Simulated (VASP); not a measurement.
# PbO (Fm-3m) in VASP: single point with HSE06

Aim: the single point of PbO with HSE06.

Everything below comes from runs of VASP 6.6.1. Logs are shortened: lines on timing, memory, paths and dates and some standing lists are left out, and cuts for length are marked.

**1. The cell of the first run**

The structure is cubic, space group Fm-3m (No. 225). The conventional cell has a = 5.213 Å, b = 5.213 Å, c = 5.213 Å, α = 90.00°, β = 90.00°, γ = 90.00°. Pb (site symmetry m-3m) has 6 O at 2.61 Å within 3.4 Å. O (site symmetry m-3m) has 6 Pb at 2.61 Å within 3.4 Å.

**2. Single point, HSE06**

POSCAR

```
PbO
1.0
    0.0000000000      2.6065174966      2.6065174966
    2.6065174966      0.0000000000      2.6065174966
    2.6065174966      2.6065174966      0.0000000000
Pb O
1 1
Direct
    0.0000000000      0.0000000000      0.0000000000
    0.5000000000      0.5000000000      0.5000000000
```

INCAR.step1

```
ALGO = Normal
EDIFF = 1E-5
ENCUT = 520
GGA = PE
ISIF = 2
ISMEAR = 0
LASPH = T
LREAL = F
LWAVE = T
NBANDS = 17
NELM = 60
PREC = Accurate
SIGMA = 0.01
```

INCAR.step2

```
ALGO = Normal
EDIFF = 1E-6
ENCUT = 520
GGA = PE
HFSCREEN = 0.2079
ISIF = 2
ISMEAR = 0
ISTART = 1
LASPH = T
LCHARG = T
LELF = T
LHFCALC = T
LREAL = F
LVHAR = T
LWAVE = F
NBANDS = 17
NELM = 60
PREC = Accurate
PRECFOCK = Normal
SIGMA = 0.01
```

KPOINTS

```
k-points
0
Gamma
  4 4 4
```

Potentials or basis: VASP PAW PBE potentials, release 64 (Pb_d, O).

Launch:

```console
cat potpaw_PBE.64/Pb_d/POTCAR potpaw_PBE.64/O/POTCAR > POTCAR
cp INCAR.step1 INCAR
mpirun -np 1 vasp_std > vasp.out
cp INCAR.step2 INCAR
mpirun -np 1 vasp_std > vasp.out
```

OUTCAR:

```text
EDIFF = 1E-6
   ENCUT = 520
   GGA = PE
   HFSCREEN = 0.2079
   ISIF = 2
   ISMEAR = 0
   ISTART = 1
   LASPH = T
   LHFCALC = T
   LREAL = F
   NELM = 60
   PREC = Accurate
   PRECFOCK = Normal

 ion  position               nearest neighbor table
   1  0.000  0.000  0.000-   2 2.61   2 2.61   2 2.61   2 2.61   2 2.61   2 2.61
   2  0.500  0.500  0.500-   1 2.61   1 2.61   1 2.61   1 2.61   1 2.61   1 2.61

  LATTYP: Found a face centered cubic cell.
 ALAT       =     5.2130349932

  Lattice vectors:

 A1 = (   0.0000000000,   2.6065174966,   2.6065174966)
 A2 = (   2.6065174966,   0.0000000000,   2.6065174966)
 A3 = (   2.6065174966,   2.6065174966,   0.0000000000)

Analysis of symmetry for initial positions (statically):
=====================================================================
 Subroutine PRICEL returns:
 Original cell was already a primitive cell.

 Routine SETGRP: Setting up the symmetry group for a
 face centered cubic supercell.

 Subroutine GETGRP returns: Found 48 space group operations
 (whereof 48 operations were pure point group operations)
 out of a pool of 48 trial point group operations.

The static configuration has the point symmetry O_h .

Analysis of symmetry for dynamics (positions and initial velocities):
=====================================================================
 Subroutine PRICEL returns:
 Original cell was already a primitive cell.

 Routine SETGRP: Setting up the symmetry group for a
 face centered cubic supercell.

 Subroutine GETGRP returns: Found 48 space group operations
 (whereof 48 operations were pure point group operations)
 out of a pool of 48 trial point group operations.

The dynamic configuration has the point symmetry O_h .

 Subroutine INISYM returns: Found 48 space group operations
 (whereof 48 operations are pure point group operations),
 and found     1 'primitive' translations

----------------------------------------------------------------------------------------

                                     Primitive cell

  volume of cell :      35.4170

  direct lattice vectors                    reciprocal lattice vectors
     0.000000000  2.606517497  2.606517497    -0.191826834  0.191826834  0.191826834
     2.606517497  0.000000000  2.606517497     0.191826834 -0.191826834  0.191826834
     2.606517497  2.606517497  0.000000000     0.191826834  0.191826834 -0.191826834

  length of vectors
     3.686172394  3.686172394  3.686172394     0.332253823  0.332253823  0.332253823

  position of ions in fractional coordinates (direct lattice)
     0.000000000  0.000000000  0.000000000
     0.500000000  0.500000000  0.500000000

  ion indices of the primitive-cell ions
   primitive index   ion index
                 1           1
                 2           2

----------------------------------------------------------------------------------------

 KPOINTS: k-points

Automatic generation of k-mesh.
 Grid dimensions read from file:
 generate k-points for:    4    4    4

 Generating k-lattice:

  Cartesian coordinates                     Fractional coordinates (reciprocal lattice)
    -0.047956709  0.047956709  0.047956709     0.250000000  0.000000000  0.000000000
     0.047956709 -0.047956709  0.047956709     0.000000000  0.250000000  0.000000000
     0.047956709  0.047956709 -0.047956709     0.000000000  0.000000000  0.250000000

  Length of vectors
     0.083063456  0.083063456  0.083063456

  Shift w.r.t. Gamma in fractional coordinates (k-lattice)
     0.000000000  0.000000000  0.000000000

 Subroutine IBZKPT returns following result:
 ===========================================

 Found      8 irreducible k-points:

 Following reciprocal coordinates:
            Coordinates               Weight
  0.000000  0.000000  0.000000      1.000000
  0.250000  0.000000  0.000000      8.000000
  0.500000  0.000000  0.000000      4.000000
  0.250000  0.250000  0.000000      6.000000
  0.500000  0.250000  0.000000     24.000000
 -0.250000  0.250000  0.000000     12.000000
  0.500000  0.500000  0.000000      3.000000
 -0.250000  0.500000  0.250000      6.000000
   k-points           NKPTS =      8   k-points in BZ     NKDIM =     64   number of bands    NBANDS=     17
   number of dos      NEDOS =    301   number of ions     NIONS =      2
   total plane-waves  NPLWV =  21952
   dimension x,y,z NGX =    28 NGY =   28 NGZ =   28
   dimension x,y,z NGXF=    56 NGYF=   56 NGZF=   56
   ions per type =               1   1
   NGX,Y,Z   is equivalent  to a cutoff of  12.63, 12.63, 12.63 a.u.
   NGXF,Y,Z  is equivalent  to a cutoff of  25.26, 25.26, 25.26 a.u.
 SYSTEM =  unknown system
   PREC   = accura    normal or accurate (medium, high low for compatibility)
   ISTART =      1    job   : 0-new  1-cont  2-samecut
   ICHARG =      0    charge: 1-file 2-atom 10-const
   ISPIN  =      1    spin polarized calculation?
   LNONCOLLINEAR =      F non collinear calculations
   LSORBIT =      F    spin-orbit coupling
   LASPH  =      T    aspherical Exc in radial PAW
   ENCUT  =  520.0 eV  38.22 Ry    6.18 a.u.   6.85  6.85  6.85*2*pi/ulx,y,z
   NELM   =     60;   NELMIN=  2; NELMDL=  0     # of ELM steps
   EDIFF  = 0.1E-05   stopping-criterion for ELM
   LREAL  =      F    real-space projection
   EDIFFG = 0.1E-04   stopping-criterion for IOM
   NSW    =      0    number of steps for IOM
   IBRION =     -1    ionic relax: 0-MD 1-quasi-New 2-CG
   NFREE  =      0    steps in history (QN), initial steepest desc. (CG)
   ISIF   =      2    stress and relaxation
   ISYM   =      3    0-nonsym 1-usesym 2-fastsym
   POTIM  = 0.5000    time-step for ionic-motion
   TEBEG  =    0.0;   TEEND  =   0.0 temperature during run
   PSTRESS=    0.0 pullay stress
   NELECT =      20.0000    total number of electrons
   NUPDOWN=      -1.0000    fix difference up-down
   EMIN   =  10.00;   EMAX   =-10.00  energy-range for DOS
   EFERMI =   0.00;   METHOD = LEGACY
   ISMEAR =     0;   SIGMA  =   0.01  broadening in eV -4-tet -1-fermi 0-gaus
   EFERMI_NEDOS =   21; number of points for ismear=-14 and -15
   IALGO  =     38    algorithm
   IMIX   =      1    mixing-type and parameters
     AMIX     =   0.40;   BMIX     =  1.00
     AMIX_MAG =   1.60;   BMIX_MAG =  1.00
  volume/ion in A,a.u.               =      17.71       119.50
  Fermi-wavevector in a.u.,A,eV,Ry     =   1.353155  2.557092 24.912651  1.831028
  Thomas-Fermi vector in A             =   2.480434
   LORBIT       =      0    0 simple, 1 ext, 2 COOP (PROOUT), +10 PAW based schemes
   GGA     = PE    functional components
   LHFCALC =     T    Hartree Fock is set to
   PRECFOCK=normal    Normal, Fast or Accurate (Low or Medium for compatibility)
   ENCUT4O =  -1.0   cutoff for four orbital integrals eV
   NKREDX  =     1    reduce k-point grid by
   NKREDY  =     1    reduce k-point grid by
   NKREDZ  =     1    reduce k-point grid by
   AEXX    =    0.2500 exact exchange contribution
   HFSCREEN=    0.2079 screening length (either q_TF or 0.3 A-1)
   HFSCREENC=   0.2079 screening length for correlation (either q_TF or 0.3 A-1)
   ENCUTFOCK=  -1.0 apply spherical cutoff to Coloumb kernel
   IVDW    =     0    specifies the selected vdW correction
   LEPSILON=     F    determine dielectric tensor
   LRPA    =     F    only Hartree local field effects (RPA)
 non-spin polarized calculation
 Gauss-broadening in eV      SIGMA  =   0.01
  energy-cutoff  :      520.00
  volume of cell :       35.42
 maximum number of plane-waves:       960
  NGX = 24; NGY = 24; NGZ = 24

 number of electron      20.0000001 magnetization

 Free energy of the ion-electron system (eV)
  ---------------------------------------------------
  ext. energy  EPLUGINS =         0.00000000
  ---------------------------------------------------
  free energy    TOTEN  =       -12.64103235 eV

  energy without entropy =      -12.64103235  energy(sigma->0) =      -12.64103235

 E-fermi :   6.5800     XC(G=0):  -8.8095

 val. band max:        6.4809889740   @ k =   0.5000   0.0000   0.0000
 cond. band min:       6.6277808876   @ k =   0.5000   0.0000   0.0000
 fundamental gap:      0.1467919136
 Fermi energy:         6.5800006020

 k-point     1 :       0.0000    0.0000    0.0000
  band No.  band energies     occupation
      1     -13.7566      2.00000
      2     -11.8765      2.00000
      3     -11.8765      2.00000
      4     -11.8765      2.00000
      5     -11.7690      2.00000
      6     -11.7690      2.00000
[... 9 lines left out ...]
     16      18.5679      0.00000
     17      18.5679      0.00000

 k-point     2 :       0.2500    0.0000    0.0000
  band No.  band energies     occupation
      1     -13.4525      2.00000
      2     -11.8811      2.00000
      3     -11.8626      2.00000
      4     -11.8626      2.00000
      5     -11.7633      2.00000
      6     -11.7633      2.00000
[... 9 lines left out ...]
     16      20.2194      0.00000
     17      22.3900      0.00000

 k-point     3 :       0.5000    0.0000    0.0000
  band No.  band energies     occupation
      1     -13.1170      2.00000
      2     -11.9013      2.00000
      3     -11.9013      2.00000
      4     -11.8959      2.00000
      5     -11.7032      2.00000
      6     -11.7032      2.00000
[... 9 lines left out ...]
     16      22.5609      0.00000
     17      22.5609      0.00000

 k-point     4 :       0.2500    0.2500    0.0000
  band No.  band energies     occupation
      1     -13.5816      2.00000
      2     -11.9257      2.00000
      3     -11.7825      2.00000
      4     -11.7825      2.00000
      5     -11.7291      2.00000
      6     -11.5988      2.00000
[... 9 lines left out ...]
     16      23.4588      0.00000
     17      23.4588      0.00000

 k-point     5 :       0.5000    0.2500    0.0000
  band No.  band energies     occupation
      1     -13.5277      2.00000
      2     -11.9027      2.00000
      3     -11.7955      2.00000
      4     -11.7656      2.00000
      5     -11.6928      2.00000
      6     -11.2703      2.00000
[... 9 lines left out ...]
     16      23.1385      0.00000
     17      23.2478      0.00000

 k-point     6 :      -0.2500    0.2500    0.0000
  band No.  band energies     occupation
      1     -13.3924      2.00000
      2     -11.8445      2.00000
      3     -11.8420      2.00000
      4     -11.8306      2.00000
      5     -11.7730      2.00000
      6     -11.4750      2.00000
[... 9 lines left out ...]
     16      20.3591      0.00000
     17      23.0128      0.00000

 k-point     7 :       0.5000    0.5000    0.0000
  band No.  band energies     occupation
      1     -13.7980      2.00000
      2     -11.9743      2.00000
      3     -11.6891      2.00000
      4     -11.6787      2.00000
      5     -11.6787      2.00000
      6     -10.8437      2.00000
[... 9 lines left out ...]
     16      25.3241      0.00000
     17      27.4879      0.00000

 k-point     8 :      -0.2500    0.5000    0.2500
  band No.  band energies     occupation
      1     -13.6289      2.00000
      2     -11.8353      2.00000
      3     -11.8353      2.00000
      4     -11.7732      2.00000
      5     -11.6787      2.00000
      6     -11.0009      2.00000
[... 9 lines left out ...]
     16      24.3494      0.00000
     17      24.5069      0.00000

------------------------ aborting loop because EDIFF is reached ----------------------------------------

  FORCE on cell =-STRESS in cart. coord.  units (eV):
  Direction    XX          YY          ZZ          XY          YZ          ZX
  --------------------------------------------------------------------------------------
  -------------------------------------------------------------------------------------
  Total       -0.3479835     -0.3479835     -0.3479835     -0.0000000      0.0000000     -0.0000000
  in kB      -15.7419075    -15.7419075    -15.7419075     -0.0000000      0.0000000     -0.0000000
  external PRESSURE =     -15.7419075 kB  Pullay stress =       0.0000000 kB

 VOLUME and BASIS-vectors are now :
 -----------------------------------------------------------------------------
  energy-cutoff  :      520.00
  volume of cell :       35.42
      direct lattice vectors                 reciprocal lattice vectors
     0.000000000  2.606517497  2.606517497    -0.191826834  0.191826834  0.191826834
     2.606517497  0.000000000  2.606517497     0.191826834 -0.191826834  0.191826834
     2.606517497  2.606517497  0.000000000     0.191826834  0.191826834 -0.191826834

 POSITION                                       TOTAL-FORCE (eV/Angst)
 -----------------------------------------------------------------------------------
      0.00000      0.00000      0.00000         0.000000     -0.000000      0.000000
      2.60652      2.60652      2.60652        -0.000000      0.000000     -0.000000
 -----------------------------------------------------------------------------------
    total drift:                               -0.000000      0.000001      0.000000

  FREE ENERGIE OF THE ION-ELECTRON SYSTEM (eV)
  ---------------------------------------------------
  free  energy   TOTEN  =       -12.6410323513 eV

  energy  without entropy=      -12.6410323513  energy(sigma->0) =      -12.64103235
```

Run time: 8.7 min. Hardware: 1 thread of Intel Xeon Platinum 8259CL at 2.50GHz (Skylake/Cascade Lake), shared host; peak memory 0.28 GiB.

Results:

```yaml
Free_energy: -12.6410 eV
Pressure: -1.6 GPa
Band_gap_on_the_k_mesh: 0.15 eV, direct
```

Levels at points of the mesh, in eV from the valence-band top:
```csv
k point,band 6,band 7,band 8,band 9,band 10,band 11,band 12,band 13,band 14,band 15
"(0.00, 0.00, 0.00)",-18.25,-8.34,-3.42,-3.42,-3.42,9.24,9.24,9.24,10.97,12.09
"(0.50, 0.00, 0.00)",-18.18,-9.64,-2.97,-2.97,0.00,0.15,5.60,5.60,10.83,15.03
"(0.50, 0.50, 0.00)",-17.32,-6.61,-6.48,-4.47,-4.47,4.54,7.02,7.10,7.10,15.13
```

Caveat: the k points lie up to 0.52 Å⁻¹ apart; the PAW data sets were made with another functional, which shifts forces and pressure a little; spin-orbit coupling is left out, which moves the levels of the heavy elements.
